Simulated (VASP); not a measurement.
The system is CdSe.

```
Cd Se
1.0
     0.00000    3.06778    3.06778
     3.06778    0.00000    3.06778
     3.06778    3.06778    0.00000
Cd Se
1 1
Direct
  0.00000 0.00000 0.00000
  0.25000 0.25000 0.25000
```

Base run:

- Program: VASP 6.6.1
- Functional: r2SCAN
- Potentials or basis: VASP PAW PBE potentials, release 64 (Cd, Se)
- Cutoff: 520 eV
- k mesh: 6 × 6 × 6
- Occupations: gaussian, width 0.01 eV
- Spin: no spin polarisation

Its results: band gap on the k mesh 1.03 eV; pressure 0.2 GPa.

Task: The run is repeated on the same cell with these changes: functional from r2SCAN to PBE-based screened hybrid with 10 % exact exchange; k mesh from 6 × 6 × 6 to 4 × 4 × 4. What comes out?

Result: Band gap on the k mesh 0.74 eV; pressure 1.5 GPa.

Several settings changed at once.

Caveats: some runs use coarse meshes; the structure was generated, so it needn't be the stable form of CdSe; the PAW data sets were made with another functional, which shifts forces and pressure a little.

